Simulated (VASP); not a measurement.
Input of a VASP 6.6.1 run:

The input POSCAR:

```
BiB
1.0
    0.0000000000      2.7448744688      2.7448744688
    2.7448744688      0.0000000000      2.7448744688
    2.7448744688      2.7448744688      0.0000000000
B Bi
1 1
Direct
    0.0000000000      0.0000000000      0.0000000000
    0.2500000000      0.2500000000      0.2500000000
```

INCAR.step1

```
ALGO = Normal ; EDIFF = 1E-8
ENCUT = 500 ; GGA = PE
ISMEAR = 0 ; LASPH = T
LCHARG = F ; LREAL = F
LWAVE = T ; NELM = 100
PREC = Accurate ; SIGMA = 0.01
```

File INCAR.step2:

```
ALGO = Exact ; EDIFF = 1E-8
ENCUT = 500 ; GGA = PE
ISMEAR = 0 ; ISTART = 1
LASPH = T ; LCHARG = F
LOPTICS = T ; LREAL = F
LWAVE = T ; NBANDS = 70
NELM = 1 ; PREC = Accurate
SIGMA = 0.01
```

INCAR.step3

```
ALGO = EVGW0 ; EDIFF = 1E-8
ENCUT = 500 ; ENCUTGW = 80.0
GGA = PE ; ISMEAR = 0
ISTART = 1 ; LASPH = T
LCHARG = F ; LREAL = F
LWAVE = F ; NBANDS = 70
NBANDSGW = 18 ; NELMGW = 1
NOMEGA = 96 ; OMEGAMAX = 20
PREC = Accurate ; PRECFOCK = Fast
SIGMA = 0.01
```

Contents of KPOINTS:

```
k-points
0
Gamma
  4 4 4
```

Potentials or basis: VASP PAW PBE potentials, release 64 (B_GW, Bi_d_GW).

Run with:

```bash
$ cat potpaw_PBE.64/B_GW/POTCAR potpaw_PBE.64/Bi_d_GW/POTCAR > POTCAR
$ cp INCAR.step1 INCAR
$ mpirun -np 1 vasp_std > vasp.out
$ cp INCAR.step2 INCAR
$ mpirun -np 1 vasp_std > vasp.out
$ cp INCAR.step3 INCAR
$ mpirun -np 1 vasp_std > vasp.out
```

Predict the quasiparticle gap.

0.68 eV.

What does it give for the least direct quasiparticle gap?

0.73 eV.

Predict the least direct gap of the starting levels on the mesh.

0.28 eV.

Caveat: the k points lie up to 0.50 Å⁻¹ apart; bands, screening cutoff and mesh are small and nothing is extrapolated, so the quasiparticle values aren't converged; the structure was generated, so it needn't be the stable form of BiB; spin-orbit coupling is left out, which moves the levels of the heavy elements.
